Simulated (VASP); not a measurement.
# W (a cell with a defect) in VASP: a series of runs

The runs below take W (a cell with a defect) through single point, with PBEsol.

All numbers are computed with VASP 6.6.1; they aren't measurements. Logs are shortened: lines on timing, memory, paths and dates and some standing lists are left out, and cuts for length are marked.

**1. The cell of the first run**

The cell holds a defect, 15 atoms: a = 6.320 Å, b = 6.320 Å, c = 6.320 Å, α = 90.00°, β = 90.00°, γ = 90.00°.

**2. Single point, PBEsol**

Input file INCAR:

```
SYSTEM = W
  PREC = Accurate
  ENCUT = 520
  EDIFF = 1E-6
  ISMEAR = 0
  SIGMA = 0.15
  LREAL = Auto
  LASPH = .True.
  NELM = 60
  ALGO = Normal
  ISIF = 2
  LWAVE = .False.
  LCHARG = .True.
  GGA = PS
  LELF = .True.
  LVHAR = .True.
  NBANDS = 118
```

Input file KPOINTS:

```
regular mesh
0
Gamma
  3 3 3
  0 0 0
```

Input file POSCAR:

```
W
1.0
    6.3200000000      0.0000000000      0.0000000000
    0.0000000000      6.3200000000      0.0000000000
    0.0000000000      0.0000000000      6.3200000000
W
15
Direct
    0.4980866332      0.0019133668      0.0019133668
    0.0019133668      0.4980866332      0.0019133668
    0.0019133668      0.0019133668      0.4980866332
    0.0019133668      0.0019133668      0.0019133668
    0.4980866332      0.4980866332      0.0019133668
    0.4980866332      0.0019133668      0.4980866332
    0.7500000000      0.2500000000      0.2500000000
    0.0019133668      0.4980866332      0.4980866332
    0.2500000000      0.7500000000      0.2500000000
    0.2500000000      0.2500000000      0.7500000000
    0.4980866332      0.4980866332      0.4980866332
    0.7500000000      0.7500000000      0.2500000000
    0.7500000000      0.2500000000      0.7500000000
    0.2500000000      0.7500000000      0.7500000000
    0.7500000000      0.7500000000      0.7500000000
```

Potentials or basis: VASP PAW PBE potentials, release 64 (W_sv).

Run with:

```sh
$ cat potpaw_PBE.64/W_sv/POTCAR > POTCAR
$ mpirun -np 1 vasp_std > vasp.out
```

OUTCAR:

```text
SYSTEM = W
   PREC = Accurate
   ENCUT = 520
   EDIFF = 1E-6
   ISMEAR = 0
   LREAL = Auto
   LASPH = .True.
   NELM = 60
   ISIF = 2
   GGA = PS

 ion  position               nearest neighbor table
   1  0.498  0.002  0.002-   7 2.73   9 2.73  10 2.73  12 2.74  13 2.74  14 2.74  15 2.76   5 3.14
                             6 3.14   4 3.14   4 3.18   6 3.18   5 3.18
   2  0.002  0.498  0.002-   7 2.73   9 2.73  10 2.73  12 2.74  13 2.74  14 2.74  15 2.76   5 3.14
                             4 3.14   8 3.14   4 3.18   8 3.18   5 3.18
   3  0.002  0.002  0.498-   7 2.73   9 2.73  10 2.73  12 2.74  13 2.74  14 2.74  15 2.76   6 3.14
                             4 3.14   8 3.14   4 3.18   8 3.18   6 3.18
   4  0.002  0.002  0.002-   7 2.73   9 2.73  10 2.73  12 2.74  13 2.74  14 2.74  15 2.76   2 3.14
                             3 3.14   1 3.14   3 3.18   2 3.18   1 3.18
   5  0.498  0.498  0.002-   7 2.73   9 2.73  10 2.73  12 2.74  13 2.74  14 2.74  15 2.76   1 3.14
                            11 3.14   2 3.14   2 3.18   1 3.18  11 3.18
   6  0.498  0.002  0.498-   7 2.73   9 2.73  10 2.73  12 2.74  13 2.74  14 2.74  15 2.76   1 3.14
                            11 3.14   3 3.14   3 3.18   1 3.18  11 3.18
   7  0.750  0.250  0.250-   1 2.73   2 2.73   3 2.73   4 2.73   5 2.73   6 2.73   8 2.73  11 2.73
                            12 3.16  13 3.16  13 3.16  12 3.16
   8  0.002  0.498  0.498-   7 2.73   9 2.73  10 2.73  12 2.74  13 2.74  14 2.74  15 2.76   2 3.14
                            11 3.14   3 3.14   3 3.18   2 3.18  11 3.18
   9  0.250  0.750  0.250-   1 2.73   2 2.73   3 2.73   4 2.73   5 2.73   6 2.73   8 2.73  11 2.73
                            12 3.16  14 3.16  14 3.16  12 3.16
  10  0.250  0.250  0.750-   1 2.73   2 2.73   3 2.73   4 2.73   5 2.73   6 2.73   8 2.73  11 2.73
                            13 3.16  14 3.16  14 3.16  13 3.16
  11  0.498  0.498  0.498-   7 2.73   9 2.73  10 2.73  12 2.74  13 2.74  14 2.74  15 2.76   6 3.14
                             5 3.14   8 3.14   6 3.18   5 3.18   8 3.18
  12  0.750  0.750  0.250-   1 2.74   2 2.74   3 2.74   4 2.74   5 2.74   6 2.74   8 2.74  11 2.74
                             9 3.16   7 3.16  15 3.16  15 3.16   7 3.16   9 3.16
  13  0.750  0.250  0.750-   1 2.74   2 2.74   3 2.74   4 2.74   5 2.74   6 2.74   8 2.74  11 2.74
                            10 3.16   7 3.16  15 3.16   7 3.16  15 3.16  10 3.16
  14  0.250  0.750  0.750-   1 2.74   2 2.74   3 2.74   4 2.74   5 2.74   6 2.74   8 2.74  11 2.74
                            10 3.16   9 3.16  15 3.16   9 3.16  10 3.16  15 3.16
  15  0.750  0.750  0.750-   1 2.76   2 2.76   3 2.76   4 2.76   5 2.76   6 2.76   8 2.76  11 2.76
                            12 3.16  13 3.16  14 3.16  12 3.16  13 3.16  14 3.16

  LATTYP: Found a simple cubic cell.
 ALAT       =     6.3200000000

  Lattice vectors:

 A1 = (   6.3200000000,   0.0000000000,   0.0000000000)
 A2 = (   0.0000000000,   6.3200000000,   0.0000000000)
 A3 = (   0.0000000000,   0.0000000000,   6.3200000000)

Analysis of symmetry for initial positions (statically):
=====================================================================
 Subroutine PRICEL returns:
 Original cell was already a primitive cell.

 Routine SETGRP: Setting up the symmetry group for a
 simple cubic supercell.

 Subroutine GETGRP returns: Found 48 space group operations
 (whereof  6 operations were pure point group operations)
 out of a pool of 48 trial point group operations.

The static configuration has the point symmetry C_3v.
 The point group associated with its full space group is O_h .

Analysis of symmetry for dynamics (positions and initial velocities):
=====================================================================
 Subroutine PRICEL returns:
 Original cell was already a primitive cell.

 Routine SETGRP: Setting up the symmetry group for a
 simple cubic supercell.

 Subroutine GETGRP returns: Found 48 space group operations
 (whereof  6 operations were pure point group operations)
 out of a pool of 48 trial point group operations.

The dynamic configuration has the point symmetry C_3v.
 The point group associated with its full space group is O_h .

 Subroutine INISYM returns: Found 48 space group operations
 (whereof  6 operations are pure point group operations),
 and found     1 'primitive' translations

----------------------------------------------------------------------------------------

                                     Primitive cell

  volume of cell :     252.4360

  direct lattice vectors                    reciprocal lattice vectors
[... 61 lines left out ...]
     0.000000000  0.000000000  0.000000000

 Subroutine IBZKPT returns following result:
 ===========================================

 Found      4 irreducible k-points:

 Following reciprocal coordinates:
            Coordinates               Weight
  0.000000  0.000000  0.000000      1.000000
  0.333333  0.000000  0.000000      6.000000
  0.333333  0.333333  0.000000     12.000000
  0.333333  0.333333  0.333333      8.000000
   k-points           NKPTS =      4   k-points in BZ     NKDIM =      4   number of bands    NBANDS=    118
   number of dos      NEDOS =    301   number of ions     NIONS =     15
   total plane-waves  NPLWV = 110592
   dimension x,y,z NGX =    48 NGY =   48 NGZ =   48
   dimension x,y,z NGXF=    96 NGYF=   96 NGZF=   96
   ions per type =              15
   NGX,Y,Z   is equivalent  to a cutoff of  12.63, 12.63, 12.63 a.u.
   NGXF,Y,Z  is equivalent  to a cutoff of  25.25, 25.25, 25.25 a.u.
 SYSTEM =  W
   PREC   = accura    normal or accurate (medium, high low for compatibility)
   ISTART =      0    job   : 0-new  1-cont  2-samecut
   ICHARG =      2    charge: 1-file 2-atom 10-const
   ISPIN  =      1    spin polarized calculation?
   LNONCOLLINEAR =      F non collinear calculations
   LSORBIT =      F    spin-orbit coupling
   LASPH  =      T    aspherical Exc in radial PAW
   ENCUT  =  520.0 eV  38.22 Ry    6.18 a.u.  11.75 11.75 11.75*2*pi/ulx,y,z
   NELM   =     60;   NELMIN=  2; NELMDL= -5     # of ELM steps
   EDIFF  = 0.1E-05   stopping-criterion for ELM
   LREAL  =      T    real-space projection
   EDIFFG = 0.1E-04   stopping-criterion for IOM
   NSW    =      0    number of steps for IOM
   IBRION =     -1    ionic relax: 0-MD 1-quasi-New 2-CG
   NFREE  =      0    steps in history (QN), initial steepest desc. (CG)
   ISIF   =      2    stress and relaxation
   ISYM   =      2    0-nonsym 1-usesym 2-fastsym
   POTIM  = 0.5000    time-step for ionic-motion
   TEBEG  =    0.0;   TEEND  =   0.0 temperature during run
   PSTRESS=    0.0 pullay stress
   NELECT =     210.0000    total number of electrons
   NUPDOWN=      -1.0000    fix difference up-down
   EMIN   =  10.00;   EMAX   =-10.00  energy-range for DOS
   EFERMI =   0.00;   METHOD = LEGACY
   ISMEAR =     0;   SIGMA  =   0.15  broadening in eV -4-tet -1-fermi 0-gaus
   EFERMI_NEDOS =   21; number of points for ismear=-14 and -15
   IALGO  =     38    algorithm
   IMIX   =      4    mixing-type and parameters
     AMIX     =   0.40;   BMIX     =  1.00
     AMIX_MAG =   1.60;   BMIX_MAG =  1.00
  volume/ion in A,a.u.               =      16.83       113.57
  Fermi-wavevector in a.u.,A,eV,Ry     =   1.539681  2.909576 32.254225  2.370619
  Thomas-Fermi vector in A             =   2.645875
   LORBIT       =      0    0 simple, 1 ext, 2 COOP (PROOUT), +10 PAW based schemes
   GGA     = PS    functional components
   LHFCALC =     F    Hartree Fock is set to
   AEXX    =    0.0000 exact exchange contribution
   IVDW    =     0    specifies the selected vdW correction
   LEPSILON=     F    determine dielectric tensor
   LRPA    =     F    only Hartree local field effects (RPA)
 non-spin polarized calculation
 Gauss-broadening in eV      SIGMA  =   0.15
  energy-cutoff  :      520.00
  volume of cell :      252.44
 maximum number of plane-waves:      6859
 NGX is ok and might be reduce to    48
   NGX = 23   NGY = 23   NGZ = 23

 number of electron     210.0000002 magnetization

 Free energy of the ion-electron system (eV)
  ---------------------------------------------------
  ext. energy  EPLUGINS =         0.00000000
  ---------------------------------------------------
  free energy    TOTEN  =      -203.30096361 eV

  energy without entropy =     -203.14363112  energy(sigma->0) =     -203.22229736

 E-fermi :  10.0650     XC(G=0): -13.3423

 val. band max:       10.0582711616   @ k =   0.3333   0.3333   0.0000
 cond. band min:      10.0742956701   @ k =   0.3333   0.0000   0.0000
 fundamental gap:      0.0160245085
 Fermi energy:        10.0649537852

 k-point     1 :       0.0000    0.0000    0.0000
  band No.  band energies     occupation
      1     -63.7798      2.00000
      2     -63.7030      2.00000
      3     -63.7030      2.00000
      4     -63.7030      2.00000
      5     -63.6938      2.00000
      6     -63.6938      2.00000
[... 469 lines left out ...]
    116      12.4461      0.00000
    117      12.4593      0.00000
 [bands above 117 left out]

------------------------ aborting loop because EDIFF is reached ----------------------------------------

  FORCE on cell =-STRESS in cart. coord.  units (eV):
  Direction    XX          YY          ZZ          XY          YZ          ZX
  --------------------------------------------------------------------------------------
  -------------------------------------------------------------------------------------
  Total      -12.4665718    -12.4665718    -12.4665718     -0.0000000      0.0000000     -0.0000000
  in kB      -79.1236642    -79.1236642    -79.1236642     -0.0000000      0.0000000     -0.0000000
  external PRESSURE =     -79.1236642 kB  Pullay stress =       0.0000000 kB

 VOLUME and BASIS-vectors are now :
 -----------------------------------------------------------------------------
  energy-cutoff  :      520.00
  volume of cell :      252.44
      direct lattice vectors                 reciprocal lattice vectors
     6.320000000  0.000000000  0.000000000     0.158227848  0.000000000  0.000000000
     0.000000000  6.320000000  0.000000000     0.000000000  0.158227848  0.000000000
     0.000000000  0.000000000  6.320000000     0.000000000  0.000000000  0.158227848

 POSITION                                       TOTAL-FORCE (eV/Angst)
 -----------------------------------------------------------------------------------
      3.14791      0.01209      0.01209        -0.007867      0.007867      0.007867
      0.01209      3.14791      0.01209         0.007867     -0.007867      0.007867
      0.01209      0.01209      3.14791         0.007867      0.007867     -0.007867
      0.01209      0.01209      0.01209         0.007867      0.007867      0.007867
      3.14791      3.14791      0.01209        -0.007867     -0.007867      0.007867
      3.14791      0.01209      3.14791        -0.007867      0.007867     -0.007867
      4.74000      1.58000      1.58000         0.000000      0.000000      0.000000
      0.01209      3.14791      3.14791         0.007867     -0.007867     -0.007867
      1.58000      4.74000      1.58000         0.000000      0.000000      0.000000
      1.58000      1.58000      4.74000         0.000000      0.000000      0.000000
      3.14791      3.14791      3.14791        -0.007867     -0.007867     -0.007867
      4.74000      4.74000      1.58000         0.000000      0.000000      0.000000
      4.74000      1.58000      4.74000         0.000000      0.000000      0.000000
      1.58000      4.74000      4.74000         0.000000      0.000000      0.000000
      4.74000      4.74000      4.74000         0.000000      0.000000      0.000000
 -----------------------------------------------------------------------------------
    total drift:                                0.000000      0.000000     -0.000000

  FREE ENERGIE OF THE ION-ELECTRON SYSTEM (eV)
  ---------------------------------------------------
  free  energy   TOTEN  =      -203.3009636054 eV

  energy  without entropy=     -203.1436311197  energy(sigma->0) =     -203.22229736
```

Run time: 6.9 min. Hardware: 1 thread of Intel Xeon 8259CL, shared host; peak memory 0.36 GiB.

Results:

```
Free energy            : -203.3010 eV
Pressure               : -7.9 GPa
Largest force          : 0.014 eV/Å
Band gap on the k mesh : zero (bands 105 and 106 overlap by 0.02 eV)
```

Forces in eV/Å, atoms in the order of the input:
```
W   -0.008  0.008  0.008
W    0.008 -0.008  0.008
W    0.008  0.008 -0.008
W    0.008  0.008  0.008
W   -0.008 -0.008  0.008
W   -0.008  0.008 -0.008
W    0.000  0.000  0.000
W    0.008 -0.008 -0.008
W    0.000  0.000  0.000
W    0.000  0.000  0.000
W   -0.008 -0.008 -0.008
W    0.000  0.000  0.000
W    0.000  0.000  0.000
W    0.000  0.000  0.000
W    0.000  0.000  0.000
```

Levels at points of the mesh, in eV from the Fermi level:
```
           k point  band 102  band 103  band 104  band 105  band 106  band 107  band 108  band 109
(0.00, 0.00, 0.00)     -0.14     -0.05     -0.05     -0.05      1.06      1.06      1.06      1.14
```

Caveat: the PAW data sets were made with another functional, which shifts forces and pressure a little; spin-orbit coupling is left out, which moves the levels of the heavy elements.

**3. Single point, PBEsol**

Input file INCAR:

```
SYSTEM = W
ALGO = Normal ; EDIFF = 1E-7
ENCUT = 520 ; GGA = PS
ISIF = 2 ; ISMEAR = 0
LASPH = .True. ; LCHARG = .False.
LREAL = Auto ; LWAVE = .False.
NBANDS = 118 ; NELM = 100
PREC = Accurate ; SIGMA = 0.15
```

Input file KPOINTS:

```
k-points
0
Gamma
  3 3 3
  0 0 0
```

Input file POSCAR:

```
W
1.0
    6.3200000000      0.0000000000      0.0000000000
    0.0000000000      6.3200000000      0.0000000000
    0.0000000000      0.0000000000      6.3200000000
W
15
Direct
    0.4980867089      0.0019132911      0.0019132911
    0.0019132911      0.4980867089      0.0019132911
    0.0019132911      0.0019132911      0.4980867089
    0.0019132911      0.0019132911      0.0019132911
    0.4980867089      0.4980867089      0.0019132911
    0.4980867089      0.0019132911      0.4980867089
    0.7500000000      0.2500000000      0.2500000000
    0.0019132911      0.4980867089      0.4980867089
    0.2500000000      0.7500000000      0.2500000000
    0.2500000000      0.2500000000      0.7500000000
    0.4980867089      0.4980867089      0.4980867089
    0.7500000000      0.7500000000      0.2500000000
    0.7500000000      0.2500000000      0.7500000000
    0.2500000000      0.7500000000      0.7500000000
    0.7500000000      0.7500000000      0.7500000000
```

Potentials or basis: VASP PAW PBE potentials, release 64 (W_sv).

Run with:

```sh
$ cat potpaw_PBE.64/W_sv/POTCAR > POTCAR
$ mpirun -np 1 vasp_std > vasp.out
```

It took 6.9 min on 1 thread of Intel Xeon 8259CL, shared host; peak memory 0.36 GiB.

The run converged. Its results:

```
Free energy            : -203.3010 eV
Pressure               : -7.9 GPa
Largest force          : 0.014 eV/Å
Band gap on the k mesh : zero (bands 105 and 106 overlap by 0.02 eV)
```

Forces on the atoms (eV/Å):
```
W   -0.008  0.008  0.008
W    0.008 -0.008  0.008
W    0.008  0.008 -0.008
W    0.008  0.008  0.008
W   -0.008 -0.008  0.008
W   -0.008  0.008 -0.008
W    0.000  0.000  0.000
W    0.008 -0.008 -0.008
W    0.000  0.000  0.000
W    0.000  0.000  0.000
W   -0.008 -0.008 -0.008
W    0.000  0.000  0.000
W    0.000  0.000  0.000
W    0.000  0.000  0.000
W    0.000  0.000  0.000
```

Levels at points of the mesh, in eV from the Fermi level:
| k point | band 102 | band 103 | band 104 | band 105 | band 106 | band 107 | band 108 | band 109 |
| --- | --- | --- | --- | --- | --- | --- | --- | --- |
| (0.00, 0.00, 0.00) | -0.14 | -0.05 | -0.05 | -0.05 | 1.06 | 1.06 | 1.06 | 1.14 |

Caveat: the PAW data sets were made with another functional, which shifts forces and pressure a little; spin-orbit coupling is left out, which moves the levels of the heavy elements.

(Continued in part 2 of 2.)
